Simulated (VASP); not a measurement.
# BaTe (Pm-3m) in VASP: dielectric tensor with LDA

Aim: the dielectric tensor of BaTe with LDA.

Everything below comes from runs of VASP 6.6.1. Logs are shortened: lines on timing, memory, paths and dates and some standing lists are left out, and cuts for length are marked.

### Step 1. The cell of the first run

Symmetry: Pm-3m, No. 221, cubic system. The conventional cell has a = 4.262 Å, b = 4.262 Å, c = 4.262 Å, α = 90.00°, β = 90.00°, γ = 90.00°. Ba (site symmetry m-3m) has 8 Te at 3.69 Å and 6 Ba at 4.26 Å within 4.8 Å. Te (site symmetry m-3m) has 8 Ba at 3.69 Å and 6 Te at 4.26 Å within 4.8 Å.

### Step 2. Dielectric tensor, LDA

Contents of INCAR:

```
PREC = Accurate
ENCUT = 520
EDIFF = 1E-8
ISMEAR = 0
SIGMA = 0.01
LREAL = False
LASPH = True
NELM = 100
ALGO = Normal
ISIF = 2
LWAVE = False
LCHARG = False
GGA = CA
LEPSILON = True
```

Contents of KPOINTS:

```
regular mesh
0
Gamma
  6 6 6
```

Contents of POSCAR:

```
BaTe
1.0
    4.2624660000      0.0000000000      0.0000000000
    0.0000000000      4.2624660000      0.0000000000
    0.0000000000      0.0000000000      4.2624660000
Ba Te
1 1
Direct
    0.0000000000      0.0000000000      0.0000000000
    0.5000000000      0.5000000000      0.5000000000
```

Potentials or basis: VASP PAW LDA potentials, release 64 (Ba_sv, Te).

Started as:

```bash
cat potpaw_LDA.64/Ba_sv/POTCAR potpaw_LDA.64/Te/POTCAR > POTCAR
mpirun -np 1 vasp_std > vasp.out
```

OUTCAR:

```text
PREC = Accurate
   ENCUT = 520
   EDIFF = 1E-8
   ISMEAR = 0
   LREAL = False
   LASPH = True
   NELM = 100
   ISIF = 2
   GGA = CA
   LEPSILON = True

 ion  position               nearest neighbor table
   1  0.000  0.000  0.000-   2 3.69   2 3.69   2 3.69   2 3.69   2 3.69   2 3.69   2 3.69   2 3.69

   2  0.500  0.500  0.500-   1 3.69   1 3.69   1 3.69   1 3.69   1 3.69   1 3.69   1 3.69   1 3.69

  LATTYP: Found a simple cubic cell.
 ALAT       =     4.2624660000

  Lattice vectors:

 A1 = (   4.2624660000,   0.0000000000,   0.0000000000)
 A2 = (   0.0000000000,   4.2624660000,   0.0000000000)
 A3 = (   0.0000000000,   0.0000000000,   4.2624660000)

Analysis of symmetry for initial positions (statically):
=====================================================================
 Subroutine PRICEL returns:
 Original cell was already a primitive cell.

 Routine SETGRP: Setting up the symmetry group for a
 simple cubic supercell.

 Subroutine GETGRP returns: Found 48 space group operations
 (whereof 48 operations were pure point group operations)
 out of a pool of 48 trial point group operations.

The static configuration has the point symmetry O_h .

Analysis of symmetry for dynamics (positions and initial velocities):
=====================================================================
 Subroutine PRICEL returns:
 Original cell was already a primitive cell.

 Routine SETGRP: Setting up the symmetry group for a
 simple cubic supercell.

 Subroutine GETGRP returns: Found 48 space group operations
 (whereof 48 operations were pure point group operations)
 out of a pool of 48 trial point group operations.

The dynamic configuration has the point symmetry O_h .

 Subroutine INISYM returns: Found 48 space group operations
 (whereof 48 operations are pure point group operations),
 and found     1 'primitive' translations

----------------------------------------------------------------------------------------

                                     Primitive cell

  volume of cell :      77.4431

  direct lattice vectors                    reciprocal lattice vectors
     4.262466000  0.000000000  0.000000000     0.234605977  0.000000000  0.000000000
     0.000000000  4.262466000  0.000000000     0.000000000  0.234605977  0.000000000
     0.000000000  0.000000000  4.262466000     0.000000000  0.000000000  0.234605977

  length of vectors
     4.262466000  4.262466000  4.262466000     0.234605977  0.234605977  0.234605977

  position of ions in fractional coordinates (direct lattice)
     0.000000000  0.000000000  0.000000000
     0.500000000  0.500000000  0.500000000

  ion indices of the primitive-cell ions
   primitive index   ion index
                 1           1
                 2           2

----------------------------------------------------------------------------------------

 KPOINTS: regular mesh

Automatic generation of k-mesh.
 Grid dimensions read from file:
 generate k-points for:    6    6    6

 Generating k-lattice:

  Cartesian coordinates                     Fractional coordinates (reciprocal lattice)
     0.039100996  0.000000000  0.000000000     0.166666667  0.000000000  0.000000000
     0.000000000  0.039100996  0.000000000     0.000000000  0.166666667  0.000000000
     0.000000000  0.000000000  0.039100996     0.000000000  0.000000000  0.166666667

  Length of vectors
     0.039100996  0.039100996  0.039100996

  Shift w.r.t. Gamma in fractional coordinates (k-lattice)
     0.000000000  0.000000000  0.000000000

 Subroutine IBZKPT returns following result:
 ===========================================

 Found     20 irreducible k-points:

 Following reciprocal coordinates:
            Coordinates               Weight
  0.000000  0.000000  0.000000      1.000000
[... 71 lines left out ...]
  volume of cell :       77.44
 maximum number of plane-waves:      2176
 NGX is ok and might be reduce to    32
   NGX = 15   NGY = 15   NGZ = 15

--------------------------------------- Ionic step        1  -------------------------------------------

 number of electron      16.0000000 magnetization

 E-fermi :   3.7675     XC(G=0):  -9.0547

 val. band max:        3.6179903381   @ k =   0.5000   0.5000   0.0000
 cond. band min:       4.2791603708   @ k =   0.0000   0.0000   0.0000
 fundamental gap:      0.6611700328
 Fermi energy:         3.7674903661

 k-point     1 :       0.0000    0.0000    0.0000
  band No.  band energies     occupation
      1     -24.4270      2.00000
      2      -9.4736      2.00000
      3      -9.4736      2.00000
      4      -9.4736      2.00000
      5      -6.8020      2.00000
      6       3.2423      2.00000
      7       3.2423      2.00000
      8       3.2423      2.00000
      9       4.2792      0.00000
     10       4.2792      0.00000
     11       5.7552      0.00000
     12       8.1057      0.00000
[... 271 lines left out ...]
 k-point    20 :       0.5000    0.5000    0.5000
  band No.  band energies     occupation
      1     -24.3507      2.00000
      2      -9.7528      2.00000
      3      -9.7528      2.00000
      4      -9.7528      2.00000
      5      -5.8811      2.00000
      6       0.7064      2.00000
      7       0.7064      2.00000
      8       0.7064      2.00000
      9       8.2633      0.00000
     10       8.2633      0.00000
     11       8.2633      0.00000
     12       9.8260      0.00000

  FORCE on cell =-STRESS in cart. coord.  units (eV):
  Direction    XX          YY          ZZ          XY          YZ          ZX
  --------------------------------------------------------------------------------------
  -------------------------------------------------------------------------------------
  Total       -1.3723489     -1.3723489     -1.3723489      0.0000000     -0.0000000      0.0000000
  in kB      -28.3917612    -28.3917612    -28.3917612      0.0000000     -0.0000000      0.0000000
  external PRESSURE =     -28.3917612 kB  Pullay stress =       0.0000000 kB

 VOLUME and BASIS-vectors are now :
 -----------------------------------------------------------------------------
  energy-cutoff  :      520.00
  volume of cell :       77.44
      direct lattice vectors                 reciprocal lattice vectors
     4.262466000  0.000000000  0.000000000     0.234605977  0.000000000  0.000000000
     0.000000000  4.262466000  0.000000000     0.000000000  0.234605977  0.000000000
     0.000000000  0.000000000  4.262466000     0.000000000  0.000000000  0.234605977

 POSITION                                       TOTAL-FORCE (eV/Angst)
 -----------------------------------------------------------------------------------
      0.00000      0.00000      0.00000         0.000000      0.000000      0.000000
      2.13123      2.13123      2.13123         0.000000      0.000000      0.000000
 -----------------------------------------------------------------------------------
    total drift:                                0.000000      0.000000     -0.000000

  FREE ENERGIE OF THE ION-ELECTRON SYSTEM (eV)
  ---------------------------------------------------
  free  energy   TOTEN  =        -9.3107479724 eV

  energy  without entropy=       -9.3107479724  energy(sigma->0) =       -9.31074797

 HEAD OF MICROSCOPIC STATIC DIELECTRIC TENSOR (INDEPENDENT PARTICLE, excluding Hartree and local field effects)
 ------------------------------------------------------
          10.998713     0.000000    -0.000000
           0.000000    10.998713    -0.000000
          -0.000000    -0.000000    10.998713
 ------------------------------------------------------

 Free energy of the ion-electron system (eV)
  ---------------------------------------------------
  ---------------------------------------------------
  free energy    TOTEN  =        -2.08878455 eV

  energy without entropy =       -2.08878455

------------------------ aborting loop because EDIFF is reached ----------------------------------------

--------------------------------------- Ionic step        2  -------------------------------------------

------------------------ aborting loop because EDIFF is reached ----------------------------------------

--------------------------------------- Ionic step        3  -------------------------------------------

 Free energy of the ion-electron system (eV)
  ---------------------------------------------------
  ---------------------------------------------------
  free energy    TOTEN  =        -2.08878312 eV

  energy without entropy =       -2.08878312

------------------------ aborting loop because EDIFF is reached ----------------------------------------

 PIEZOELECTRIC TENSOR FIELD DIRECTION 3  (e Angst)
 -----------------------------------------------------------------------------
    -0.00003  0.00000 -0.00000           (  0.00000  0.00000 -0.00000)
     0.00000 -0.00003  0.00000           (  0.00000  0.00000  0.00000)
    -0.00000  0.00000 -0.00206           ( -0.00000  0.00000  0.00003)

 PIEZOELECTRIC TENSOR FIELD DIRECTION 3  (C/m^2)
 -----------------------------------------------------------------------------
    -0.00001  0.00000 -0.00000
     0.00000 -0.00001  0.00000
    -0.00000  0.00000 -0.00043

 MACROSCOPIC STATIC DIELECTRIC TENSOR (including local field effects in DFT)
 ------------------------------------------------------
          10.102525    -0.000000     0.000000
           0.000000    10.102525     0.000000
          -0.000000     0.000000    10.102525
 ------------------------------------------------------

 PIEZOELECTRIC TENSOR (including local field effects)  for field in x, y, z        (e  Angst)
          XX          YY          ZZ          XY          YZ          ZX
  --------------------------------------------------------------------------------
  x     0.00000     0.00000     0.00000     0.00000     0.00000     0.00000
  y     0.00000     0.00000     0.00000     0.00000     0.00000     0.00000
  z     0.00000     0.00000     0.00000     0.00000     0.00000     0.00000

 PIEZOELECTRIC TENSOR (including local field effects)  for field in x, y, z        (C/m^2)
          XX          YY          ZZ          XY          YZ          ZX
  --------------------------------------------------------------------------------
  x     0.00000     0.00000     0.00000     0.00000     0.00000     0.00000
  y     0.00000     0.00000     0.00000     0.00000     0.00000     0.00000
  z     0.00000     0.00000     0.00000     0.00000     0.00000     0.00000

 BORN EFFECTIVE CHARGES (including local field effects) (in |e|, cummulative output)
 ---------------------------------------------------------------------------------
 ion    1
    1     3.41429    -0.00000     0.00000
    2    -0.00000     3.41429     0.00000
    3    -0.00000    -0.00000     3.41429
 ion    2
    1    -3.41429     0.00000    -0.00000
    2     0.00000    -3.41429    -0.00000
    3     0.00000     0.00000    -3.41429
```

Run time: 5.2 min. Hardware: 1 thread of Intel Xeon 8259CL, shared host; peak memory 0.26 GiB.

What came out:

```yaml
Band_gap_on_the_k_mesh: 0.66 eV (least direct gap 0.84 eV)
Electronic_dielectric_tensor_diagonal: 10.10
Born_charges_mean_of_the_diagonal: Ba +3.41; Te -3.41 e
```

Levels at points of the mesh, in eV from the valence-band top:
| k point | band 6 | band 7 | band 8 | band 9 | band 10 | band 11 |
| --- | --- | --- | --- | --- | --- | --- |
| (0.00, 0.00, 0.00) | -0.38 | -0.38 | -0.38 | 0.66 | 0.66 | 2.14 |
| (0.50, 0.00, 0.00) | -3.42 | -0.88 | -0.88 | 1.43 | 4.81 | 4.82 |
| (0.50, 0.50, 0.00) | -2.04 | -2.04 | 0.00 | 0.84 | 2.42 | 2.85 |
| (0.50, 0.50, 0.50) | -2.91 | -2.91 | -2.91 | 4.65 | 4.65 | 4.65 |

Electronic dielectric tensor:
```
10.10  0.00  0.00
 0.00 10.10  0.00
 0.00  0.00 10.10
```

Born effective charge tensors (e):
atom 1, Ba
```
3.41 0.00 0.00
0.00 3.41 0.00
0.00 0.00 3.41
```
atom 2, Te
```
-3.41  0.00  0.00
 0.00 -3.41  0.00
 0.00  0.00 -3.41
```

Caveat: the gap is small at this level, which inflates the dielectric constant; semilocal functionals underestimate gaps, and a narrow one can read as zero; spin-orbit coupling is left out, which moves the levels of the heavy elements.
